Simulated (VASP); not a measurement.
# Re in VASP: notebook

Aim: see how the results for Re move with the level of theory and the settings. Levels: PBE, RPBE+D4. Tasks: single point.

All numbers are computed with VASP 6.6.1; they aren't measurements. Logs are shortened: lines on timing, memory, paths and dates and some standing lists are left out, and cuts for length are marked.

## (1) The cell of the first run

The typed cell holds 2 atoms: a = 2.761 Å, b = 2.761 Å, c = 4.458 Å, α = 90.00°, β = 90.00°, γ = 120.00°.

## (2) Single point, PBE

INCAR

```
  ALGO = Fast
  EDIFF = 1E-6
  ENCUT = 520
  GGA = PE
  ISIF = 2
  ISMEAR = 0
  LASPH = True
  LCHARG = False
  LREAL = False
  LWAVE = False
  NBANDS = 14
  NELM = 60
  PREC = Accurate
  SIGMA = 0.1
```

KPOINTS

```
k-points
0
Gamma
  18 18 10
```

POSCAR

```
Re
1.0
    2.7608000000      0.0000000000      0.0000000000
   -1.3804000000      2.3909229348      0.0000000000
    0.0000000000      0.0000000000      4.4582000000
Re
2
Direct
    0.6651910000      0.3157920000      0.7640740000
    0.3298360000      0.6656080000      0.2440940000
```

Potentials or basis: VASP PAW PBE potentials, release 64 (Re).

The run is started by

```sh
cat potpaw_PBE.64/Re/POTCAR > POTCAR
mpirun -np 1 vasp_std > vasp.out
```

OUTCAR:

```text
EDIFF = 1E-6
   ENCUT = 520
   GGA = PE
   ISIF = 2
   ISMEAR = 0
   LASPH = True
   LREAL = False
   NELM = 60
   PREC = Accurate

 ion  position               nearest neighbor table
   1  0.665  0.316  0.764-   2 2.65   2 2.67   2 2.70   2 2.79   2 2.81   2 2.84
   2  0.330  0.666  0.244-   1 2.65   1 2.67   1 2.70   1 2.79   1 2.81   1 2.84

  LATTYP: Found a hexagonal cell.
 ALAT       =     2.7608000000
 C/A-ratio  =     1.6148217908

  Lattice vectors:

 A1 = (   2.7608000000,   0.0000000000,   0.0000000000)
 A2 = (  -1.3804000000,   2.3909229348,   0.0000000000)
 A3 = (   0.0000000000,   0.0000000000,   4.4582000000)

Analysis of symmetry for initial positions (statically):
=====================================================================
 Subroutine PRICEL returns:
 Original cell was already a primitive cell.

 Routine SETGRP: Setting up the symmetry group for a
 hexagonal supercell.

 Subroutine GETGRP returns: Found  2 space group operations
 (whereof  1 operations were pure point group operations)
 out of a pool of 24 trial point group operations.

The static configuration has the point symmetry C_1 .
 The point group associated with its full space group is S_2 .

Analysis of symmetry for dynamics (positions and initial velocities):
=====================================================================
 Subroutine PRICEL returns:
 Original cell was already a primitive cell.

 Routine SETGRP: Setting up the symmetry group for a
 hexagonal supercell.

 Subroutine GETGRP returns: Found  2 space group operations
 (whereof  1 operations were pure point group operations)
 out of a pool of 24 trial point group operations.

The dynamic configuration has the point symmetry C_1 .
 The point group associated with its full space group is S_2 .

 Subroutine INISYM returns: Found  2 space group operations
 (whereof  1 operations are pure point group operations),
 and found     1 'primitive' translations

----------------------------------------------------------------------------------------

                                     Primitive cell

  volume of cell :      29.4280

  direct lattice vectors                    reciprocal lattice vectors
     2.760800000  0.000000000  0.000000000     0.362213851  0.209124264  0.000000000
    -1.380400000  2.390922935  0.000000000     0.000000000  0.418248529  0.000000000
     0.000000000  0.000000000  4.458200000     0.000000000  0.000000000  0.224305774

  length of vectors
     2.760800000  2.760800000  4.458200000     0.418248529  0.418248529  0.224305774

  position of ions in fractional coordinates (direct lattice)
     0.665191000  0.315792000  0.764074000
     0.329836000  0.665608000  0.244094000

  ion indices of the primitive-cell ions
   primitive index   ion index
                 1           1
                 2           2

----------------------------------------------------------------------------------------

 KPOINTS: k-points

Automatic generation of k-mesh.
 Grid dimensions read from file:
 generate k-points for:   18   18   10

 Generating k-lattice:

  Cartesian coordinates                     Fractional coordinates (reciprocal lattice)
     0.020122992  0.011618015  0.000000000     0.055555556 -0.000000000  0.000000000
     0.000000000  0.023236029  0.000000000     0.000000000  0.055555556  0.000000000
     0.000000000  0.000000000  0.022430577     0.000000000  0.000000000  0.100000000

  Length of vectors
     0.023236029  0.023236029  0.022430577

  Shift w.r.t. Gamma in fractional coordinates (k-lattice)
     0.000000000  0.000000000  0.000000000

 Subroutine IBZKPT returns following result:
 ===========================================

 Found   1624 irreducible k-points:

 Following reciprocal coordinates:
            Coordinates               Weight
  0.000000  0.000000  0.000000      1.000000
  0.055556 -0.000000  0.000000      2.000000
  0.000000  0.055556  0.000000      2.000000
 -0.055556  0.055556  0.000000      2.000000
  0.111111 -0.000000  0.000000      2.000000
  0.000000  0.111111  0.000000      2.000000
[... 16 lines left out ...]
  0.444444 -0.000000  0.000000      2.000000
  0.000000  0.444444  0.000000      2.000000
 [... further k-points ...]
   k-points           NKPTS =   1624   k-points in BZ     NKDIM =   1624   number of bands    NBANDS=     14
   number of dos      NEDOS =    301   number of ions     NIONS =      2
   total plane-waves  NPLWV =  20736
   dimension x,y,z NGX =    24 NGY =   24 NGZ =   36
   dimension x,y,z NGXF=    48 NGYF=   48 NGZF=   72
   ions per type =               2
   NGX,Y,Z   is equivalent  to a cutoff of  14.45, 14.45, 13.42 a.u.
   NGXF,Y,Z  is equivalent  to a cutoff of  28.90, 28.90, 26.85 a.u.
 SYSTEM =  unknown system
   PREC   = accura    normal or accurate (medium, high low for compatibility)
   ISTART =      0    job   : 0-new  1-cont  2-samecut
   ICHARG =      2    charge: 1-file 2-atom 10-const
   ISPIN  =      1    spin polarized calculation?
   LNONCOLLINEAR =      F non collinear calculations
   LSORBIT =      F    spin-orbit coupling
   LASPH  =      T    aspherical Exc in radial PAW
   ENCUT  =  520.0 eV  38.22 Ry    6.18 a.u.   5.13  5.13  8.29*2*pi/ulx,y,z
   NELM   =     60;   NELMIN=  2; NELMDL= -5     # of ELM steps
   EDIFF  = 0.1E-05   stopping-criterion for ELM
   LREAL  =      F    real-space projection
   EDIFFG = 0.1E-04   stopping-criterion for IOM
   NSW    =      0    number of steps for IOM
   IBRION =     -1    ionic relax: 0-MD 1-quasi-New 2-CG
   NFREE  =      0    steps in history (QN), initial steepest desc. (CG)
   ISIF   =      2    stress and relaxation
   ISYM   =      2    0-nonsym 1-usesym 2-fastsym
   POTIM  = 0.5000    time-step for ionic-motion
   TEBEG  =    0.0;   TEEND  =   0.0 temperature during run
   PSTRESS=    0.0 pullay stress
   NELECT =      14.0000    total number of electrons
   NUPDOWN=      -1.0000    fix difference up-down
   EMIN   =  10.00;   EMAX   =-10.00  energy-range for DOS
   EFERMI =   0.00;   METHOD = LEGACY
   ISMEAR =     0;   SIGMA  =   0.10  broadening in eV -4-tet -1-fermi 0-gaus
   EFERMI_NEDOS =   21; number of points for ismear=-14 and -15
   IALGO  =     68    algorithm
   IMIX   =      4    mixing-type and parameters
     AMIX     =   0.40;   BMIX     =  1.00
     AMIX_MAG =   1.60;   BMIX_MAG =  1.00
  volume/ion in A,a.u.               =      14.71        99.29
  Fermi-wavevector in a.u.,A,eV,Ry     =   1.278000  2.415070 22.222174  1.633284
  Thomas-Fermi vector in A             =   2.410568
   LORBIT       =      0    0 simple, 1 ext, 2 COOP (PROOUT), +10 PAW based schemes
   GGA     = PE    functional components
   LHFCALC =     F    Hartree Fock is set to
   AEXX    =    0.0000 exact exchange contribution
   IVDW    =     0    specifies the selected vdW correction
   LEPSILON=     F    determine dielectric tensor
   LRPA    =     F    only Hartree local field effects (RPA)
 non-spin polarized calculation
 RMM-DIIS sequential band-by-band and
 Gauss-broadening in eV      SIGMA  =   0.10
  energy-cutoff  :      520.00
  volume of cell :       29.43
 maximum number of plane-waves:       814
 NGX is ok and might be reduce to    24
   NGX = 11   NGY = 11   NGZ = 17

 number of electron      14.0000000 magnetization

 Free energy of the ion-electron system (eV)
  ---------------------------------------------------
  ext. energy  EPLUGINS =         0.00000000
  ---------------------------------------------------
  free energy    TOTEN  =       -24.82621470 eV

  energy without entropy =      -24.81915840  energy(sigma->0) =      -24.82268655

 E-fermi :   7.8508     XC(G=0): -13.7234

 val. band max:        7.8501678559   @ k =   0.2778  -0.0556   0.5000
 cond. band min:       7.8513300436   @ k =   0.4444  -0.0556  -0.2000
 fundamental gap:      0.0011621877
 Fermi energy:         7.8507671715

 k-point     1 :       0.0000    0.0000    0.0000
  band No.  band energies     occupation
      1      -1.9765      2.00000
      2       1.2448      2.00000
      3       6.2365      2.00000
      4       6.2671      2.00000
      5       6.3190      2.00000
      6       7.0248      2.00000
      7       7.1083      2.00000
      8       8.0060      0.02818
      9       8.3114      0.00000
     10       8.5895      0.00000
     11      11.0744      0.00000
     12      11.5039      0.00000
     13      17.7439      0.00000
     14      22.0102      0.00000

 k-point     2 :       0.0556   -0.0000    0.0000
  band No.  band energies     occupation
      1      -1.8494      2.00000
      2       1.3647      2.00000
      3       5.8967      2.00000
      4       6.3967      2.00000
      5       6.5923      2.00000
      6       6.9600      2.00000
      7       7.1734      2.00000
      8       7.8308      1.22182
      9       8.1455      0.00003
     10       8.2735      0.00000
     11      11.2716      0.00000
     12      11.9649      0.00000
     13      17.7509      0.00000
     14      22.2939      0.00000

 k-point     3 :       0.0000    0.0556    0.0000
  band No.  band energies     occupation
      1      -1.8492      2.00000
      2       1.3661      2.00000
      3       5.8789      2.00000
      4       6.4239      2.00000
      5       6.5678      2.00000
      6       7.0259      2.00000
      7       7.1239      2.00000
      8       7.8348      1.17913
      9       8.1973      0.00000
     10       8.2288      0.00000
     11      11.1796      0.00000
     12      12.0444      0.00000
     13      17.7499      0.00000
     14      22.2901      0.00000

 k-point     4 :      -0.0556    0.0556    0.0000
  band No.  band energies     occupation
      1      -1.8496      2.00000
      2       1.3625      2.00000
      3       5.9247      2.00000
      4       6.3549      2.00000
      5       6.6147      2.00000
      6       6.9376      2.00000
      7       7.1852      2.00000
      8       7.8926      0.55405
      9       7.9901      0.04875
     10       8.3487      0.00000
     11      11.5116      0.00000
     12      11.7470      0.00000
     13      17.7523      0.00000
     14      22.2991      0.00000

 k-point     5 :       0.1111   -0.0000    0.0000
  band No.  band energies     occupation
      1      -1.4788      2.00000
      2       1.7019      2.00000
      3       5.4608      2.00000
      4       6.6330      2.00000
      5       6.7362      2.00000
      6       6.8724      2.00000
      7       7.1481      2.00000
      8       7.3780      2.00000
      9       7.9110      0.39435
     10       8.0489      0.00508
     11      11.4861      0.00000
[... 276 lines left out ...]
 k-point    22 :      -0.3889    0.3889    0.0000
  band No.  band energies     occupation
      1       1.6407      2.00000
      2       2.1597      2.00000
      3       2.9242      2.00000
      4       5.6274      2.00000
      5       6.0624      2.00000
      6       6.8528      2.00000
      7       7.0797      2.00000
      8      10.8840      0.00000
      9      11.1833      0.00000
     10      11.3904      0.00000
     11      12.3126      0.00000
     12      17.0624      0.00000
     13      18.2921      0.00000
     14      19.2052      0.00000

 k-point    23 :       0.4444   -0.0000    0.0000
  band No.  band energies     occupation
      1       1.8678      2.00000
      2       2.0672      2.00000
      3       2.7617      2.00000
      4       5.9523      2.00000
      5       5.9881      2.00000
      6       6.5513      2.00000
      7       7.2289      2.00000
      8      11.5702      0.00000
      9      12.0634      0.00000
     10      12.2898      0.00000
     11      12.7192      0.00000
     12      16.3128      0.00000
     13      17.6019      0.00000
     14      20.3102      0.00000

 k-point    24 :       0.0000    0.4444    0.0000
  band No.  band energies     occupation
      1       1.8822      2.00000
      2       2.1212      2.00000
      3       2.8540      2.00000
      4       5.8798      2.00000
      5       6.0104      2.00000
      6       6.3823      2.00000
      7       7.2009      2.00000
      8      11.5403      0.00000
      9      12.0893      0.00000
     10      12.2806      0.00000
     11      12.7568      0.00000
     12      16.3126      0.00000
     13      17.6584      0.00000
     14      20.4665      0.00000

 [... further k-points ...]
[... 5 lines left out ...]
  --------------------------------------------------------------------------------------
  -------------------------------------------------------------------------------------
  Total        1.1156188      1.3229124      1.4002247      0.0939872     -0.1733677      0.1210379
  in kB       60.7388163     72.0247219     76.2339187      5.1170473     -9.4388401      6.5897958
  external PRESSURE =      69.6658190 kB  Pullay stress =       0.0000000 kB

 VOLUME and BASIS-vectors are now :
 -----------------------------------------------------------------------------
  energy-cutoff  :      520.00
  volume of cell :       29.43
      direct lattice vectors                 reciprocal lattice vectors
     2.760800000  0.000000000  0.000000000     0.362213851  0.209124264  0.000000000
    -1.380400000  2.390922935  0.000000000     0.000000000  0.418248529  0.000000000
     0.000000000  0.000000000  4.458200000     0.000000000  0.000000000  0.224305774

 POSITION                                       TOTAL-FORCE (eV/Angst)
 -----------------------------------------------------------------------------------
      1.40054      0.75503      3.40639        -0.149606      0.207892     -0.428753
     -0.00819      1.59142      1.08822         0.149606     -0.207892      0.428753
 -----------------------------------------------------------------------------------
    total drift:                               -0.000000     -0.000000     -0.000000

  FREE ENERGIE OF THE ION-ELECTRON SYSTEM (eV)
  ---------------------------------------------------
  free  energy   TOTEN  =       -24.8262146963 eV

  energy  without entropy=      -24.8191584029  energy(sigma->0) =      -24.82268655
```

Run time: 20 min. Hardware: 1 thread of Intel Xeon 8259CL, shared host; peak memory 0.67 GiB.

Results:

```
Free energy            : -24.8262 eV
Pressure               : 7.0 GPa
Largest force          : 0.499 eV/Å
Band gap on the k mesh : zero (bands 7 and 8 overlap by 3.24 eV)
```

Forces in eV/Å, atoms in the order of the input:
```
Re  -0.150  0.208 -0.429
Re   0.150 -0.208  0.429
```

Caveat: the cell stands under pressure; spin-orbit coupling is left out, which moves the levels of the heavy elements.

(Continued in part 2 of 2.)

The gap in the log of VASP goes by the Fermi energy; the results here count the filled bands.